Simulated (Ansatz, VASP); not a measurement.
**Sb: VASP beside Ansatz**

Contents of INCAR:

```
PREC     = Accurate       # precision mode
ENCUT    = 520            # plane-wave cutoff, eV
EDIFF    = 1E-8           # SCF threshold, eV
ISMEAR   = -1             # smearing method
SIGMA    = 0.05           # smearing width, eV
LREAL    = F              # projectors in reciprocal space
LASPH    = T              # aspherical terms in the spheres
NELM     = 60             # most SCF steps
ALGO     = Normal         # electronic algorithm
ISIF     = 2              # what is computed and relaxed
LWAVE    = F              # write WAVECAR
LCHARG   = F              # write CHGCAR
GGA      = PS             # functional
LEFG     = T            
NBANDS   = 8              # bands
```

The input KPOINTS:

```
Automatic mesh
0
Gamma
  19 19 19
```

POSCAR

```
Sb
1.0
   -1.5149671779      1.5149671779      2.4964243197
    1.5149671779     -1.5149671779      2.4964243197
    1.5149671779      1.5149671779     -2.4964243197
Sb
1
Direct
    0.0000000000      0.0000000000      0.0000000000
```

Input for Ansatz:

```yaml
crystal:
  lattice:
    - [-1.5149671779, 1.5149671779, 2.4964243197]
    - [1.5149671779, -1.5149671779, 2.4964243197]
    - [1.5149671779, 1.5149671779, -2.4964243197]
  atoms:
    - { symbol: Sb, position: [0.0, 0.0, 0.0] }
kpoints:
  mp_grid: { grid: [19, 19, 19] }
scf:
  occupations: { method: fermi_dirac, width: 0.05 }
hamiltonian:
  xc: pbesol
  pseudopotentials: { kind: paw }
output:
  forces: true
  stress: true
  eigenvalues: true
  efg: { contact_densities: true }
```

Change from the starting cell: volume scaled by 1.02, PAW files.

Alike in both runs: task electric field gradients; functional PBEsol; k mesh 19 × 19 × 19; occupations fermi-dirac, width 0.05 eV; no spin polarisation.

|  | VASP | Ansatz |
| --- | --- | --- |
| version | VASP 6.6.1 | Ansatz 0.2.0 |
| potentials or method | VASP PAW PBE potentials, release 64 (Sb) | PAW with Ansatz's default frozen-core files, scalar-relativistic |
| plane-wave cutoff (eV) | 520 | 420 |
| valence electrons in the cell | 5 | 15 |

```tsv
	VASP	Ansatz	Ansatz less VASP
pressure (GPa)	12.8	12.6	-0.17
traceless stress, the component that is largest in VASP (GPa)	-1.18	-1.07	+0.112
size of Vzz on the site where it differs most (V/Å²)	38.9	38.3	-0.56
```

VASP's potentials were made for PBE, not for PBEsol. VASP's potentials hold 5 valence electrons a cell and Ansatz's 15, so a difference there can come from the potentials and not from the codes.

Neither program's run includes spin-orbit coupling.
